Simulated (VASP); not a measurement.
Wanted: the native input for a VASP 6.6.1 run.

```yaml
Task: single point
Functional: r2SCAN
Potentials_or_basis: VASP PAW PBE potentials, release 64 (Cu)
Cutoff: 520 eV
k_mesh: 25 × 25 × 25
Occupations: fermi-dirac, width 0.1 eV
Spin: no spin polarisation
Dipole_correction: no
Further_INCAR_settings: ALGO = Normal; EDIFF = 1e-06; NBANDS = 12
```

The system is Cu.

```
CELL_PARAMETERS angstrom
0.00000 1.83460 1.83460
1.83460 0.00000 1.83460
1.83460 1.83460 0.00000
ATOMIC_POSITIONS crystal
Cu 0.00000 0.00000 0.00000
```

These files were run (other wordings do the same):

POSCAR

```
Cu
1.0
    0.0000000000      1.8345980777      1.8345980777
    1.8345980777      0.0000000000      1.8345980777
    1.8345980777      1.8345980777      0.0000000000
Cu
1
Direct
    0.0000000000      0.0000000000      0.0000000000
```

INCAR.step1

```
PREC = Accurate ; ENCUT = 520
ISMEAR = -1 ; SIGMA = 0.1
LREAL = F ; LASPH = T
NELM = 80 ; NBANDS = 12
GGA = PE ; ALGO = Normal
EDIFF = 1E-4 ; LWAVE = T
LCHARG = F
```

INCAR.step2

```
PREC = Accurate ; ENCUT = 520
EDIFF = 1E-6 ; ISMEAR = -1
SIGMA = 0.1 ; LREAL = F
LASPH = T ; NELM = 80
ALGO = Normal ; ISIF = 2
LWAVE = F ; LCHARG = F
METAGGA = R2SCAN ; LMIXTAU = T
NBANDS = 12 ; ISTART = 1
```

KPOINTS

```
regular mesh
0
Gamma
  25 25 25
```

Potentials or basis: VASP PAW PBE potentials, release 64 (Cu).

The run is started by

```sh
$ cat potpaw_PBE.64/Cu/POTCAR > POTCAR
$ cp INCAR.step1 INCAR
$ mpirun -np 1 vasp_std > vasp.out
$ cp INCAR.step2 INCAR
$ mpirun -np 1 vasp_std > vasp.out
```

It gave:

```json
{"Pressure": "-9.7 GPa", "Band gap on the k mesh": "zero (an odd number of electrons rules out a gap without spin polarisation)"}
```

Caveat: the cell stands under tension; the PAW data sets were made with another functional, which shifts forces and pressure a little.

Wall time 3.3 min on 1 thread of Intel(R) Xeon(R) Platinum 8375C CPU @ 2.90GHz (Ice Lake) (shared host), peak memory 0.18 GiB.
